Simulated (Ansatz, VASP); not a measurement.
SiO2 in VASP and in Ansatz

File INCAR:

```
SYSTEM = SiO2
PREC = Accurate
ENCUT = 520
EDIFF = 1E-6
ISMEAR = -1
SIGMA = 0.02
LREAL = .False.
LASPH = .True.
NELM = 80
ALGO = Normal
ISIF = 2
LWAVE = .False.
LCHARG = .False.
GGA = PE
IBRION = 2
NSW = 80
EDIFFG = -0.02
```

File KPOINTS:

```
regular mesh
0
Gamma
  5 5 4
  0 0 0
```

The input POSCAR:

```
SiO2
1.0
    4.9877000000      0.0000000000      0.0000000000
    0.0000000000      4.9877000000      0.0000000000
    0.0000000000      0.0000000000      6.9697000000
Si O
4 8
Direct
    0.2949000000      0.2949000000      0.0000000000
    0.2051000000      0.7949000000      0.2500000000
    0.7051000000      0.7051000000      0.5000000000
    0.7949000000      0.2051000000      0.7500000000
    0.2416000000      0.0968000000      0.1747000000
    0.4032000000      0.7416000000      0.4247000000
    0.7584000000      0.9032000000      0.6747000000
    0.5968000000      0.2584000000      0.9247000000
    0.7416000000      0.4032000000      0.5753000000
    0.9032000000      0.7584000000      0.3253000000
    0.2584000000      0.5968000000      0.0753000000
    0.0968000000      0.2416000000      0.8253000000
```

Input for Ansatz:

```yaml
crystal:
  lattice:
    - [4.9877, 0.0, 0.0]
    - [0.0, 4.9877, 0.0]
    - [0.0, 0.0, 6.9697]
  atoms:
    - { symbol: Si, position: [0.2949, 0.2949, 0.0] }
    - { symbol: Si, position: [0.2051, 0.7949, 0.25] }
    - { symbol: Si, position: [0.7051, 0.7051, 0.5] }
    - { symbol: Si, position: [0.7949, 0.2051, 0.75] }
    - { symbol: O, position: [0.2416, 0.0968, 0.1747] }
    - { symbol: O, position: [0.4032, 0.7416, 0.4247] }
    - { symbol: O, position: [0.7584, 0.9032, 0.6747] }
    - { symbol: O, position: [0.5968, 0.2584, 0.9247] }
    - { symbol: O, position: [0.7416, 0.4032, 0.5753] }
    - { symbol: O, position: [0.9032, 0.7584, 0.3253] }
    - { symbol: O, position: [0.2584, 0.5968, 0.0753] }
    - { symbol: O, position: [0.0968, 0.2416, 0.8253] }
kpoints:
  mp_grid: { grid: [5, 5, 4] }
scf:
  occupations: { method: fermi_dirac, width: 0.02 }
hamiltonian:
  xc: pbe
  pseudopotentials: { kind: paw }
output:
  forces: true
  stress: true
  populations: true
  efg: { quadrupole_moments_barn: { O: -0.02558 }, contact_densities: true }
relax:
  f_tol: 0.02
  max_steps: 60
```

Alike in both runs: task relaxation of the atoms; functional PBE; k mesh 5 × 5 × 4; occupations fermi-dirac, width 0.02 eV; no spin polarisation.

|  | VASP | Ansatz |
| --- | --- | --- |
| version | VASP 6.6.1 | Ansatz 0.2.0 |
| potentials or method | VASP PAW PBE potentials, release 64 (Si, O) | plane-wave PAW, scalar-relativistic |
| plane-wave cutoff (eV) | 520 | 420 |
| valence electrons in the cell | 64 | 64 |

```tsv
	VASP	Ansatz	Ansatz less VASP
gap on the k mesh at the Fermi level, each at its own relaxed structure (eV)	5.61	5.61	-0.001
```

Ansatz's warnings: stress scf threshold loose.
